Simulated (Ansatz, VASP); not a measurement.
## One calculation of C, two programs

```
C
1.0
     0.00000    1.77894    1.77894
     1.77894    0.00000    1.77894
     1.77894    1.77894    0.00000
C
2
Direct
  0.00000 0.00000 0.00000
  0.25000 0.25000 0.25000
```

Alike in both runs: functional r2SCAN; dispersion rVV10; k mesh 8 × 8 × 8; no spin polarisation.

Ansatz relaxed the structure, and its values are those at the end. VASP's run is a single point on that final structure, the one shown.

```csv
,VASP,Ansatz
version,VASP 6.6.1,Ansatz 0.2.0
potentials or method,"VASP PAW PBE potentials, release 64 (C)","plane waves, PAW"
plane-wave cutoff (eV),520,500
occupations,"gaussian, width 0.01 eV",fixed
valence electrons in the cell,8,8
```

```csv
,VASP,Ansatz,Ansatz less VASP
pressure (GPa),1.2,0.0,-1.15
```

VASP's potentials were made for PBE, not for r2SCAN.
